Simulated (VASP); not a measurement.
# CaO (Fm-3m) in VASP: single point with r2SCAN

Aim: the single point of CaO with r2SCAN.

Everything below comes from runs of VASP 6.6.1. Logs are shortened: lines on timing, memory, paths and dates and some standing lists are left out, and cuts for length are marked.

## 1. The cell of the first run

Symmetry: Fm-3m, No. 225, cubic system. Conventional cell: a = 4.751 Å, b = 4.751 Å, c = 4.751 Å, α = 90.00°, β = 90.00°, γ = 90.00°. Ca (site symmetry m-3m) has 6 O at 2.38 Å within 3.1 Å. Within 3.1 Å of O (site symmetry m-3m) lie 6 Ca at 2.38 Å.

## 2. Single point, r2SCAN (strain -0.030 along x and y, -0.030 along z)

Input file POSCAR:

```
CaO
1.0
    0.0000000000      2.3755300000      2.3755300000
    2.3755300000      0.0000000000      2.3755300000
    2.3755300000      2.3755300000      0.0000000000
Ca O
1 1
Direct
    0.0000000000      0.0000000000      0.0000000000
    0.5000000000      0.5000000000      0.5000000000
```

Input file INCAR.step1:

```
SYSTEM = CaO
PREC     = Accurate       ! precision mode
ENCUT    = 1480           ! plane-wave cutoff, eV
ISMEAR   = 0              ! smearing method
SIGMA    = 0.05           ! smearing width, eV
LREAL    = .False.        ! projectors in reciprocal space
LASPH    = .True.         ! aspherical terms in the spheres
NELM     = 120            ! most SCF steps
NBANDS   = 15             ! bands
GGA      = PE             ! functional
ALGO     = Normal         ! electronic algorithm
EDIFF    = 1E-5           ! SCF threshold, eV
LWAVE    = .True.         ! write WAVECAR
LCHARG   = .False.        ! write CHGCAR
GGA_COMPAT= .False.
```

Input file INCAR.step2:

```
SYSTEM = CaO
PREC     = Accurate       ! precision mode
ENCUT    = 1480           ! plane-wave cutoff, eV
EDIFF    = 1E-6           ! SCF threshold, eV
ISMEAR   = 0              ! smearing method
SIGMA    = 0.05           ! smearing width, eV
LREAL    = .False.        ! projectors in reciprocal space
LASPH    = .True.         ! aspherical terms in the spheres
NELM     = 120            ! most SCF steps
ALGO     = Normal         ! electronic algorithm
ISIF     = 2              ! what is computed and relaxed
LWAVE    = .False.        ! write WAVECAR
LCHARG   = .False.        ! write CHGCAR
METAGGA  = R2SCAN         ! meta-GGA
LMIXTAU  = .True.       
NBANDS   = 15             ! bands
ISTART   = 1            
GGA_COMPAT= .False.
```

Input file KPOINTS:

```
regular mesh
0
Gamma
  8 8 8
  0 0 0
```

Potentials or basis: VASP PAW PBE potentials, release 64 (Ca_sv, O_h).

The run is started by

```
$ cat potpaw_PBE.64/Ca_sv/POTCAR potpaw_PBE.64/O_h/POTCAR > POTCAR
$ cp INCAR.step1 INCAR
$ mpirun -np 1 vasp_std > vasp.out
$ cp INCAR.step2 INCAR
$ mpirun -np 1 vasp_std > vasp.out
```

OUTCAR:

```text
SYSTEM = CaO
   PREC = Accurate
   ENCUT = 1480
   EDIFF = 1E-6
   ISMEAR = 0
   LREAL = .False.
   LASPH = .True.
   NELM = 120
   ISIF = 2
   METAGGA = R2SCAN
   ISTART = 1

 ion  position               nearest neighbor table
   1  0.000  0.000  0.000-
   2  0.500  0.500  0.500-

  LATTYP: Found a face centered cubic cell.
 ALAT       =     4.7510600000

  Lattice vectors:

 A1 = (   0.0000000000,   2.3755300000,   2.3755300000)
 A2 = (   2.3755300000,   0.0000000000,   2.3755300000)
 A3 = (   2.3755300000,   2.3755300000,   0.0000000000)

Analysis of symmetry for initial positions (statically):
=====================================================================
 Subroutine PRICEL returns:
 Original cell was already a primitive cell.

 Routine SETGRP: Setting up the symmetry group for a
 face centered cubic supercell.

 Subroutine GETGRP returns: Found 48 space group operations
 (whereof 48 operations were pure point group operations)
 out of a pool of 48 trial point group operations.

The static configuration has the point symmetry O_h .

Analysis of symmetry for dynamics (positions and initial velocities):
=====================================================================
 Subroutine PRICEL returns:
 Original cell was already a primitive cell.

 Routine SETGRP: Setting up the symmetry group for a
 face centered cubic supercell.

 Subroutine GETGRP returns: Found 48 space group operations
 (whereof 48 operations were pure point group operations)
 out of a pool of 48 trial point group operations.

The dynamic configuration has the point symmetry O_h .

 Subroutine INISYM returns: Found 48 space group operations
 (whereof 48 operations are pure point group operations),
 and found     1 'primitive' translations

----------------------------------------------------------------------------------------

                                     Primitive cell

  volume of cell :      26.8109

  direct lattice vectors                    reciprocal lattice vectors
     0.000000000  2.375530000  2.375530000    -0.210479346  0.210479346  0.210479346
     2.375530000  0.000000000  2.375530000     0.210479346 -0.210479346  0.210479346
     2.375530000  2.375530000  0.000000000     0.210479346  0.210479346 -0.210479346

  length of vectors
     3.359506744  3.359506744  3.359506744     0.364560921  0.364560921  0.364560921

  position of ions in fractional coordinates (direct lattice)
     0.000000000  0.000000000  0.000000000
     0.500000000  0.500000000  0.500000000

  ion indices of the primitive-cell ions
   primitive index   ion index
                 1           1
                 2           2

----------------------------------------------------------------------------------------

 KPOINTS: regular mesh

Automatic generation of k-mesh.
 Grid dimensions read from file:
 generate k-points for:    8    8    8

 Generating k-lattice:

  Cartesian coordinates                     Fractional coordinates (reciprocal lattice)
    -0.026309918  0.026309918  0.026309918     0.125000000  0.000000000  0.000000000
     0.026309918 -0.026309918  0.026309918     0.000000000  0.125000000  0.000000000
     0.026309918  0.026309918 -0.026309918     0.000000000  0.000000000  0.125000000

  Length of vectors
     0.045570115  0.045570115  0.045570115

  Shift w.r.t. Gamma in fractional coordinates (k-lattice)
     0.000000000  0.000000000  0.000000000

 Subroutine IBZKPT returns following result:
 ===========================================

 Found     29 irreducible k-points:

 Following reciprocal coordinates:
            Coordinates               Weight
  0.000000  0.000000  0.000000      1.000000
  0.125000  0.000000  0.000000      8.000000
  0.250000  0.000000  0.000000      8.000000
  0.375000  0.000000  0.000000      8.000000
  0.500000  0.000000  0.000000      4.000000
  0.125000  0.125000  0.000000      6.000000
[... 16 lines left out ...]
  0.500000  0.250000  0.125000     48.000000
 -0.375000  0.250000  0.125000     24.000000
 [... further k-points ...]
   k-points           NKPTS =     29   k-points in BZ     NKDIM =     29   number of bands    NBANDS=     15
   number of dos      NEDOS =    301   number of ions     NIONS =      2
   total plane-waves  NPLWV =  74088
   dimension x,y,z NGX =    42 NGY =   42 NGZ =   42
   dimension x,y,z NGXF=    84 NGYF=   84 NGZF=   84
   ions per type =               1   1
   NGX,Y,Z   is equivalent  to a cutoff of  20.78, 20.78, 20.78 a.u.
   NGXF,Y,Z  is equivalent  to a cutoff of  41.57, 41.57, 41.57 a.u.
 SYSTEM =  CaO
   PREC   = accura    normal or accurate (medium, high low for compatibility)
   ISTART =      1    job   : 0-new  1-cont  2-samecut
   ICHARG =      0    charge: 1-file 2-atom 10-const
   ISPIN  =      1    spin polarized calculation?
   LNONCOLLINEAR =      F non collinear calculations
   LSORBIT =      F    spin-orbit coupling
   LASPH  =      T    aspherical Exc in radial PAW
   ENCUT  = 1480.0 eV 108.78 Ry   10.43 a.u.  10.54 10.54 10.54*2*pi/ulx,y,z
   NELM   =    120;   NELMIN=  2; NELMDL=  0     # of ELM steps
   EDIFF  = 0.1E-05   stopping-criterion for ELM
   LREAL  =      F    real-space projection
   EDIFFG = 0.1E-04   stopping-criterion for IOM
   NSW    =      0    number of steps for IOM
   IBRION =     -1    ionic relax: 0-MD 1-quasi-New 2-CG
   NFREE  =      0    steps in history (QN), initial steepest desc. (CG)
   ISIF   =      2    stress and relaxation
   ISYM   =      2    0-nonsym 1-usesym 2-fastsym
   POTIM  = 0.5000    time-step for ionic-motion
   TEBEG  =    0.0;   TEEND  =   0.0 temperature during run
   PSTRESS=    0.0 pullay stress
   NELECT =      16.0000    total number of electrons
   NUPDOWN=      -1.0000    fix difference up-down
   EMIN   =  10.00;   EMAX   =-10.00  energy-range for DOS
   EFERMI =   0.00;   METHOD = LEGACY
   ISMEAR =     0;   SIGMA  =   0.05  broadening in eV -4-tet -1-fermi 0-gaus
   EFERMI_NEDOS =   21; number of points for ismear=-14 and -15
   IALGO  =     38    algorithm
   IMIX   =      4    mixing-type and parameters
     AMIX     =   0.40;   BMIX     =  1.00
     AMIX_MAG =   1.60;   BMIX_MAG =  1.00
  volume/ion in A,a.u.               =      13.41        90.46
  Fermi-wavevector in a.u.,A,eV,Ry     =   1.378302  2.604613 25.847201  1.899716
  Thomas-Fermi vector in A             =   2.503376
   LORBIT       =      0    0 simple, 1 ext, 2 COOP (PROOUT), +10 PAW based schemes
   METAGGA = R2SCAN    functional components
   LHFCALC =     F    Hartree Fock is set to
   AEXX    =    0.0000 exact exchange contribution
   IVDW    =     0    specifies the selected vdW correction
   LEPSILON=     F    determine dielectric tensor
   LRPA    =     F    only Hartree local field effects (RPA)
 non-spin polarized calculation
 Gauss-broadening in eV      SIGMA  =   0.05
  energy-cutoff  :     1480.00
  volume of cell :       26.81
 maximum number of plane-waves:      3490
   NGX = 21   NGY = 21   NGZ = 21

 number of electron      16.0000001 magnetization

 Free energy of the ion-electron system (eV)
  ---------------------------------------------------
  ext. energy  EPLUGINS =         0.00000000
  ---------------------------------------------------
  free energy    TOTEN  =       -19.45331118 eV

  energy without entropy =      -19.45331118  energy(sigma->0) =      -19.45331118

 E-fermi :   2.7036     XC(G=0): -11.2618

 val. band max:        2.4969278829   @ k =   0.0000   0.0000   0.0000
 cond. band min:       6.6793403246   @ k =   0.5000   0.5000   0.0000
 fundamental gap:      4.1824124418
 Fermi energy:         2.7035951256

 k-point     1 :       0.0000    0.0000    0.0000
  band No.  band energies     occupation
      1     -36.4119      2.00000
      2     -16.2773      2.00000
      3     -16.2773      2.00000
      4     -16.2773      2.00000
      5     -14.0430      2.00000
      6       2.4969      2.00000
      7       2.4969      2.00000
      8       2.4969      2.00000
      9       8.2251      0.00000
     10       9.4408      0.00000
     11       9.4408      0.00000
     12       9.4408      0.00000
     13      11.0989      0.00000
     14      11.0989      0.00000
     15      18.5038      0.00000

 k-point     2 :       0.1250    0.0000    0.0000
  band No.  band energies     occupation
      1     -36.3947      2.00000
      2     -16.5669      2.00000
      3     -16.2855      2.00000
      4     -16.2855      2.00000
      5     -13.7461      2.00000
      6       1.9720      2.00000
      7       2.2762      2.00000
      8       2.2762      2.00000
      9       8.9106      0.00000
     10       9.4002      0.00000
     11       9.7236      0.00000
     12       9.7236      0.00000
     13      11.4939      0.00000
     14      11.4939      0.00000
     15      19.1443      0.00000

 k-point     3 :       0.2500    0.0000    0.0000
  band No.  band energies     occupation
      1     -36.3528      2.00000
      2     -17.0954      2.00000
      3     -16.3050      2.00000
      4     -16.3050      2.00000
      5     -13.1980      2.00000
      6       0.9555      2.00000
      7       1.8013      2.00000
      8       1.8013      2.00000
      9       9.4876      0.00000
     10      10.4042      0.00000
     11      10.4677      0.00000
     12      10.4677      0.00000
     13      12.4464      0.00000
     14      12.4464      0.00000
     15      19.6317      0.00000

 k-point     4 :       0.3750    0.0000    0.0000
  band No.  band energies     occupation
      1     -36.3105      2.00000
      2     -17.5093      2.00000
      3     -16.3243      2.00000
      4     -16.3243      2.00000
      5     -12.7615      2.00000
      6       0.1229      2.00000
      7       1.3869      2.00000
      8       1.3869      2.00000
      9       9.9805      0.00000
     10      11.3343      0.00000
     11      11.3343      0.00000
     12      11.6400      0.00000
     13      13.4813      0.00000
     14      13.4813      0.00000
     15      18.6989      0.00000
[... 307 lines left out ...]
 k-point    22 :       0.3750    0.2500    0.1250
  band No.  band energies     occupation
      1     -36.3224      2.00000
      2     -17.1335      2.00000
      3     -16.4547      2.00000
      4     -16.3446      2.00000
      5     -13.1617      2.00000
      6       0.6432      2.00000
      7       1.6830      2.00000
      8       1.9853      2.00000
      9       8.5269      0.00000
     10      10.6084      0.00000
     11      11.2102      0.00000
     12      11.5790      0.00000
     13      12.4369      0.00000
     14      13.7632      0.00000
     15      20.1504      0.00000

 k-point    23 :       0.5000    0.2500    0.1250
  band No.  band energies     occupation
      1     -36.2890      2.00000
      2     -17.3103      2.00000
      3     -16.5260      2.00000
      4     -16.3864      2.00000
      5     -13.0042      2.00000
      6       0.4670      2.00000
      7       1.3801      2.00000
      8       1.6467      2.00000
      9       9.0711      0.00000
     10      10.8870      0.00000
     11      11.8480      0.00000
     12      12.0346      0.00000
     13      13.4570      0.00000
     14      14.7630      0.00000
     15      18.7270      0.00000

 k-point    24 :      -0.3750    0.2500    0.1250
  band No.  band energies     occupation
      1     -36.2750      2.00000
      2     -17.3810      2.00000
      3     -16.5415      2.00000
      4     -16.4160      2.00000
      5     -12.9445      2.00000
      6       0.4195      2.00000
      7       1.3463      2.00000
      8       1.3952      2.00000
      9      10.0201      0.00000
     10      10.1123      0.00000
     11      12.1604      0.00000
     12      12.4442      0.00000
     13      13.7609      0.00000
     14      15.5856      0.00000
     15      17.8490      0.00000

 [... further k-points ...]
[... 5 lines left out ...]
  --------------------------------------------------------------------------------------
  -------------------------------------------------------------------------------------
  Total        0.7569499      0.7569499      0.7569499      0.0000000      0.0000000      0.0000000
  in kB       45.2341206     45.2341206     45.2341206      0.0000000      0.0000000      0.0000000
  external PRESSURE =      45.2341206 kB  Pullay stress =       0.0000000 kB

 VOLUME and BASIS-vectors are now :
 -----------------------------------------------------------------------------
  energy-cutoff  :     1480.00
  volume of cell :       26.81
      direct lattice vectors                 reciprocal lattice vectors
     0.000000000  2.375530000  2.375530000    -0.210479346  0.210479346  0.210479346
     2.375530000  0.000000000  2.375530000     0.210479346 -0.210479346  0.210479346
     2.375530000  2.375530000  0.000000000     0.210479346  0.210479346 -0.210479346

 POSITION                                       TOTAL-FORCE (eV/Angst)
 -----------------------------------------------------------------------------------
      0.00000      0.00000      0.00000         0.000000      0.000000      0.000000
      2.37553      2.37553      2.37553        -0.000000     -0.000000     -0.000000
 -----------------------------------------------------------------------------------
    total drift:                               -0.000000     -0.000000     -0.000000

  FREE ENERGIE OF THE ION-ELECTRON SYSTEM (eV)
  ---------------------------------------------------
  free  energy   TOTEN  =       -19.4533111759 eV

  energy  without entropy=      -19.4533111759  energy(sigma->0) =      -19.45331118
```

Run time: 2.7 min. Hardware: 1 thread of AMD EPYC 7R13 (Zen 3), shared host; peak memory 0.3 GiB.

Results:

```
Free energy            : -19.4533 eV
Pressure               : 4.5 GPa
Band gap on the k mesh : 4.18 eV (least direct gap 4.55 eV)
```

Levels at points of the mesh, in eV from the valence-band top:
```
           k point  band 4  band 5  band 6  band 7  band 8  band 9  band 10  band 11  band 12  band 13
(0.00, 0.00, 0.00)  -18.77  -16.54    0.00    0.00    0.00    5.73     6.94     6.94     6.94     8.60
(0.50, 0.00, 0.00)  -18.83  -15.10   -2.69   -1.27   -1.27    7.87     9.24     9.24     9.50    11.49
(0.50, 0.50, 0.00)  -19.03  -16.32   -1.27   -0.36   -0.36    4.18     9.03     9.84    10.48    10.48
```

Caveat: the cell differs from its parent crystal (strain -0.030 along x and y, -0.030 along z); the cell stands under pressure; the PAW data sets were made with another functional, which shifts forces and pressure a little.
